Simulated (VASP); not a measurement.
Here is a VASP 6.6.1 calculation.

The input INCAR:

```
ALGO = Normal
EDIFF = 1E-7
EDIFFG = -0.08
ENCUT = 600
GGA = PE
GGA_COMPAT = False
IBRION = 2
ISIF = 3
ISMEAR = 0
LASPH = True
LCHARG = False
LREAL = False
LWAVE = False
NELM = 120
NELMIN = 4
NSW = 36
PREC = Accurate
SIGMA = 0.2
```

Contents of KPOINTS:

```
k-points
0
Gamma
  4 4 3
```

The input POSCAR:

```
SrAlO4
1.0
    4.4821638000      0.0000000000      0.0000000000
    0.0000000000      4.4821638000      0.0000000000
    0.0000000000      0.0000000000      5.0564881500
Sr Al O
1 1 4
Direct
    0.5000000000      0.5000000000      0.6643484500
    0.5000000000      0.5000000000      0.2081026900
    0.7223742400      0.0000000000      0.4579518600
    0.2776257600      0.0000000000      0.4579518600
    0.0000000000      0.7223742400      0.4579518600
    0.0000000000      0.2776257600      0.4579518600
```

Potentials or basis: VASP PAW PBE potentials, release 64 (Sr_sv, Al, O).

The run is started by

```console
$ cat potpaw_PBE.64/Sr_sv/POTCAR potpaw_PBE.64/Al/POTCAR potpaw_PBE.64/O/POTCAR > POTCAR
$ mpirun -np 1 vasp_std > vasp.out
```

Q: What does it give for the relaxed volume?

A: 23.73 Å³/atom.

Q: Predict the space group after relaxing (to 0.1 Å).

A: P4mm (No. 99).

Q: Estimate the relaxed cell.

A: a = 4.771 Å, b = 4.771 Å, c = 6.254 Å, α = 90.00°, β = 90.00°, γ = 90.00°.

Q: Estimate the band gap on the k mesh.

A: Zero (an odd number of electrons rules out a gap without spin polarisation).

Forces in eV/Å, atoms in the order of the input:
```
Sr   0.000  0.000 -0.065
Al   0.000  0.000  0.010
O   -0.064  0.000  0.014
O    0.064  0.000  0.014
O    0.000 -0.064  0.014
O    0.000  0.064  0.014
```

Caveat: the k points lie up to 0.33 Å⁻¹ apart in the final cell, too coarse for converged energies and pressures of a metal; the volume moved by over 15 % at a fixed basis, so the end points are rough; an odd number of electrons without spin polarisation forces a metal; a magnetic or distorted state may lie lower; the relaxation stopped at a loose force limit of 0.08 eV/Å, so its end isn't a converged minimum.
